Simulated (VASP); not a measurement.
A run of VASP 6.6.1 is set up as follows.

File POSCAR:

```
RuS2
1.0
    5.6319165433      0.0000000000      0.0000000000
    0.0000000000      5.6319165433      0.0000000000
    0.0000000000      0.0000000000      5.6319165433
Ru S
4 8
Direct
    0.0000000000      0.5000000000      0.5000000000
    0.5000000000      0.5000000000      0.0000000000
    0.5000000000      0.0000000000      0.5000000000
    0.0000000000      0.0000000000      0.0000000000
    0.3879160855      0.1120839145      0.8879160855
    0.1120839145      0.8879160855      0.3879160855
    0.8879160855      0.3879160855      0.1120839145
    0.6120839145      0.6120839145      0.6120839145
    0.3879160855      0.3879160855      0.3879160855
    0.1120839145      0.6120839145      0.8879160855
    0.8879160855      0.1120839145      0.6120839145
    0.6120839145      0.8879160855      0.1120839145
```

The input INCAR.step1:

```
SYSTEM = RuS2
PREC = Accurate ; ENCUT = 520
ISMEAR = 0 ; SIGMA = 0.01
LREAL = .FALSE. ; LASPH = .TRUE.
NELM = 60 ; NBANDS = 64
GGA = PE ; ALGO = Normal
EDIFF = 1E-4 ; LWAVE = .TRUE.
LCHARG = .FALSE.
```

INCAR.step2

```
SYSTEM = RuS2
PREC = Accurate ; ENCUT = 520
EDIFF = 1E-7 ; ISMEAR = 0
SIGMA = 0.01 ; LREAL = .FALSE.
LASPH = .TRUE. ; NELM = 60
ALGO = Normal ; ISIF = 2
LWAVE = .FALSE. ; LCHARG = .FALSE.
METAGGA = R2SCAN ; LMIXTAU = .TRUE.
NBANDS = 64 ; ISTART = 1
```

Contents of KPOINTS:

```
regular mesh
0
G
  4 4 4
  0 0 0
```

Potentials or basis: VASP PAW PBE potentials, release 64 (Ru_pv, S).

Run with:

```sh
$ cat potpaw_PBE.64/Ru_pv/POTCAR potpaw_PBE.64/S/POTCAR > POTCAR
$ cp INCAR.step1 INCAR
$ mpirun -np 1 vasp_std > vasp.out
$ cp INCAR.step2 INCAR
$ mpirun -np 1 vasp_std > vasp.out
```

(1) Estimate the largest force.

(2) What does it give for the band gap on the k mesh?

(3) Estimate the pressure.

Answers

(1) 0.043 eV/Å.

(2) 0.90 eV (least direct gap 1.14 eV).

(3) -0.1 GPa.

Caveat: the PAW data sets were made with another functional, which shifts forces and pressure a little.
